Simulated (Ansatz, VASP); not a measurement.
# TeBr6: VASP beside Ansatz

```
Te Br
1.0
     7.42804    0.00000    0.00000
     0.00000    7.42804    0.00000
     0.00000    0.00000   11.08060
Te Br
2 12
Direct
  0.50000 0.50000 0.50000
  0.00000 0.00000 0.00000
  0.50000 0.50000 0.26837
  0.00000 0.00000 0.76837
  0.50000 0.50000 0.73163
  0.00000 0.00000 0.23163
  0.78097 0.70526 0.50000
  0.21903 0.29474 0.50000
  0.71903 0.20526 0.00000
  0.28097 0.79474 0.00000
  0.70526 0.21903 0.50000
  0.29474 0.78097 0.50000
  0.20526 0.28097 0.00000
  0.79474 0.71903 0.00000
```

Alike in both runs: task electric field gradients; functional PBE; k mesh 5 × 5 × 3; occupations fermi-dirac, width 0.05 eV; no spin polarisation.

|  | VASP | Ansatz |
| --- | --- | --- |
| version | VASP 6.6.1 | Ansatz 0.2.0 |
| potentials or method | VASP PAW PBE potentials, release 64 (Te, Br) | plane-wave PAW, scalar-relativistic |
| plane-wave cutoff (eV) | 520 | 420 |
| valence electrons in the cell | 96 | 116 |

```tsv
	VASP	Ansatz	Ansatz less VASP
pressure (GPa)	0.3	0.3	+0.03
traceless stress, the component that is largest in VASP (GPa)	0.22	0.22	0.000
rms of the force components (eV/Å)	0.072	0.077	+0.0051
size of Vzz on the site where it differs most (V/Å²)	678.1	703.5	+25.43
```

Atom by atom the forces differ by 0.005 eV/Å (rms over components). The functional is the same, so the differences come from potentials, cutoffs and numerics. VASP's potentials hold 96 valence electrons a cell and Ansatz's 116, so a difference there can come from the potentials and not from the codes.

Neither program's run includes spin-orbit coupling.
